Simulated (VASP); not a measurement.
A run of VASP 6.6.1:

Contents of POSCAR:

```
MgO
1.0
    3.4933395979      0.0000000000      0.0000000000
   -1.7466697990      3.0253208358      0.0000000000
    0.0000000000      0.0000000000      4.1946350461
Mg O
2 2
Direct
    0.3333333333      0.6666666667      0.2500000000
    0.6666666667      0.3333333333      0.7500000000
    0.6666666667      0.3333333333      0.2500000000
    0.3333333333      0.6666666667      0.7500000000
```

Contents of INCAR.step1:

```
  PREC = Accurate
  ENCUT = 600
  ISMEAR = -1
  SIGMA = 0.03
  LREAL = False
  LASPH = True
  NELM = 60
  GGA = PE
  ALGO = Normal
  EDIFF = 1E-4
  LWAVE = True
  LCHARG = False
```

File INCAR.step2:

```
  PREC = Accurate
  ENCUT = 600
  EDIFF = 1E-6
  ISMEAR = -1
  SIGMA = 0.03
  LREAL = False
  LASPH = True
  NELM = 60
  ALGO = Normal
  ISIF = 3
  LWAVE = False
  LCHARG = False
  METAGGA = R2SCAN
  LMIXTAU = True
  LUSE_VDW = True
  IVDW_NL = 2
  BPARAM = 11.95
  CPARAM = 0.0093
  IBRION = 2
  NSW = 100
  EDIFFG = -0.01
  ISTART = 1
```

The input KPOINTS:

```
regular mesh
0
Gamma
  12 12 6
```

Potentials or basis: VASP PAW PBE potentials, release 64 (Mg, O).

Command:

```console
$ cat potpaw_PBE.64/Mg/POTCAR potpaw_PBE.64/O/POTCAR > POTCAR
$ cp INCAR.step1 INCAR
$ mpirun -np 1 vasp_std > vasp.out
$ cp INCAR.step2 INCAR
$ mpirun -np 1 vasp_std > vasp.out
```

Hardware: 1 thread of Intel Xeon 8259CL (shared host).

Question: How long does it take, and how much memory?

Answer: Wall time 18 min on 1 thread of Intel Xeon 8259CL, with other jobs on the host, peak memory 0.33 GiB. Counts: k points 76, ion steps 3.
